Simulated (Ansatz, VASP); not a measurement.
## HfH2: VASP beside Ansatz

```
H Hf
1.0
    -1.76675    1.76675    2.21529
     1.76675   -1.76675    2.21529
     1.76675    1.76675   -2.21529
H Hf
2 1
Direct
  0.75000 0.25000 0.50000
  0.25000 0.75000 0.50000
  0.00000 0.00000 0.00000
```

Alike in both runs: task single point; functional r2SCAN; k mesh 13 × 13 × 13; no spin polarisation.

|  | VASP | Ansatz |
| --- | --- | --- |
| version | VASP 6.6.1 | Ansatz 0.2.0 |
| potentials or method | VASP PAW PBE potentials, release 64 (H, Hf_pv), cutoff 520 eV | PAW plane waves |
| occupations | fermi-dirac, width 0.1 eV | fermi-dirac |
| valence electrons in the cell | 12 | 28 |

```tsv
	VASP	Ansatz	Ansatz less VASP
pressure (GPa)	-10.0	-9.0	+0.99
traceless stress, the component that is largest in VASP (GPa)	0.30	0.20	-0.096
```

VASP's potentials were made for PBE, not for r2SCAN. VASP's potentials hold 12 valence electrons a cell and Ansatz's 28, so a difference there can come from the potentials and not from the codes.

Spin-orbit coupling is off throughout.
